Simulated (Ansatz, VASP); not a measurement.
# Two plane-wave programs on Ta

The input POSCAR:

```
Ta
1.0
   -1.6017416000      1.6017416000      1.6017416000
    1.6017416000     -1.6017416000      1.6017416000
    1.6017416000      1.6017416000     -1.6017416000
Ta
1
Direct
    0.0000000000      0.0000000000      0.0000000000
```

The input INCAR.step1:

```
SYSTEM = Ta
ALGO = Normal ; EDIFF = 1E-4
ENCUT = 520 ; GGA = PE
ISMEAR = 0 ; LASPH = .True.
LCHARG = .False. ; LREAL = .False.
LWAVE = .True. ; NBANDS = 12
NELM = 100 ; PREC = Accurate
SIGMA = 0.15
```

The input INCAR.step2:

```
SYSTEM = Ta
ALGO = Normal ; EDIFF = 1E-6
ENCUT = 520 ; ISIF = 2
ISMEAR = 0 ; ISTART = 1
LASPH = .True. ; LCHARG = .False.
LMIXTAU = .True. ; LREAL = .False.
LWAVE = .False. ; METAGGA = R2SCAN
NBANDS = 12 ; NELM = 100
PREC = Accurate ; SIGMA = 0.15
```

File KPOINTS:

```
k-points
0
Gamma
  20 20 20
  0 0 0
```

Input for Ansatz:

```yaml
crystal:
  lattice:
    - [-1.6017416, 1.6017416, 1.6017416]
    - [1.6017416, -1.6017416, 1.6017416]
    - [1.6017416, 1.6017416, -1.6017416]
  atoms:
    - { symbol: Ta, position: [0.0, 0.0, 0.0] }
basis:
  ecutwfc: 500
kpoints:
  mp_grid: { grid: [20, 20, 20] }
hamiltonian:
  xc: r2scan
scf:
  occupations: { method: gaussian, width: 0.15 }
output:
  forces: true
  stress: true
  eigenvalues: true
```

Change from the starting cell: strain -0.030 along x and y, -0.030 along z, atoms carried along.

Alike in both runs: task single point; functional r2SCAN; k mesh 20 × 20 × 20; occupations gaussian, width 0.15 eV; no spin polarisation.

|  | VASP | Ansatz |
| --- | --- | --- |
| version | VASP 6.6.1 | Ansatz 0.2.0 |
| potentials or method | VASP PAW PBE potentials, release 64 (Ta_pv), cutoff 520 eV | scalar-relativistic, plane waves, PAW |
| valence electrons in the cell | 11 | 13 |

|  | VASP | Ansatz | Ansatz less VASP |
| --- | --- | --- | --- |
| gap on the k mesh at the Fermi level (eV) | none | none | - |
| pressure (GPa) | 23.7 | 22.7 | -0.97 |

VASP's potentials were made for PBE, not for r2SCAN. A gap of «none» marks a metal or a gap that the smearing closes. The functional is the same, so the differences come from potentials, cutoffs and numerics. VASP's potentials hold 11 valence electrons a cell and Ansatz's 13, so a difference there can come from the potentials and not from the codes.

Spin-orbit coupling is off throughout.
